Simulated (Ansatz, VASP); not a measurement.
## BaTaH5: VASP beside Ansatz

The input INCAR:

```
SYSTEM = BaTaH5
  ALGO = Normal
  EDIFF = 1E-6
  EDIFFG = -0.01
  ENCUT = 600
  GGA = PE
  IBRION = 2
  ISIF = 3
  ISMEAR = 0
  LASPH = .True.
  LCHARG = .False.
  LREAL = .False.
  LWAVE = .False.
  NELM = 100
  NSW = 100
  PREC = Accurate
  SIGMA = 0.1
```

The input KPOINTS:

```
k-points
0
Gamma
  12 12 6
  0 0 0
```

The input POSCAR:

```
BaTaH5
1.0
    3.3609449115      0.0000000000      0.0000000000
    0.0000000000      3.3609449115      0.0000000000
    0.0000000000      0.0000000000      6.9582888155
Ba Ta H
1 1 5
Direct
    0.0000000000      0.0000000000      0.0000000000
    0.0000000000      0.0000000000      0.5000000000
    0.5000000000      0.5000000000      0.0000000000
    0.5000000000      0.0000000000      0.6592008208
    0.0000000000      0.5000000000      0.6592008208
    0.5000000000      0.0000000000      0.3407991792
    0.0000000000      0.5000000000      0.3407991792
```

Input for Ansatz:

```yaml
crystal:
  lattice:
    - [3.3609449115, 0.0, 0.0]
    - [0.0, 3.3609449115, 0.0]
    - [0.0, 0.0, 6.9582888155]
  atoms:
    - { symbol: Ba, position: [0.0, 0.0, 0.0] }
    - { symbol: Ta, position: [0.0, 0.0, 0.5] }
    - { symbol: H, position: [0.5, 0.5, 0.0] }
    - { symbol: H, position: [0.5, 0.0, 0.6592008208] }
    - { symbol: H, position: [0.0, 0.5, 0.6592008208] }
    - { symbol: H, position: [0.5, 0.0, 0.3407991792] }
    - { symbol: H, position: [0.0, 0.5, 0.3407991792] }
basis:
  ecutwfc: 420
kpoints:
  mp_grid: { grid: [12, 12, 6] }
hamiltonian:
  xc: pbe
scf:
  occupations: { method: gaussian, width: 0.1 }
output:
  forces: true
  stress: true
  eigenvalues: true
  write_density: true
  write_potential: true
  elf: true
  volumetric_format: npy
relax:
  adjacent_minimum: "off"
  f_tol: 0.01
  max_steps: 80
  cell: { stress_tol: 0.05 }
```

Change from the starting cell: species swapped into the PrIn5Ir type (P4/mmm, No. 123).

Alike in both runs: task relaxation of cell and atoms; functional PBE; k mesh 12 × 12 × 6; occupations gaussian, width 0.1 eV; no spin polarisation.

```csv
,VASP,Ansatz
version,VASP 6.6.1,Ansatz 0.2.0
potentials or method,"VASP PAW PBE potentials, release 64 (Ba_sv, Ta_pv, H), cutoff 600 eV","scalar-relativistic, plane waves, PAW"
valence electrons in the cell,26,28
```

|  | VASP | Ansatz | Ansatz less VASP |
| --- | --- | --- | --- |
| gap on the k mesh at the Fermi level, each at its own relaxed structure (eV) | none | none | - |
| relaxed volume (Å³/atom) | 11.41 | 11.20 | -0.213 |
| relaxed length of the cell vector where the two differ most in proportion (Å) | 3.389 | 3.362 | -0.0271 |

A gap of «none» marks a metal or a gap that the smearing closes. VASP's potentials hold 26 valence electrons a cell and Ansatz's 28, so a difference there can come from the potentials and not from the codes.

Neither program's run includes spin-orbit coupling.
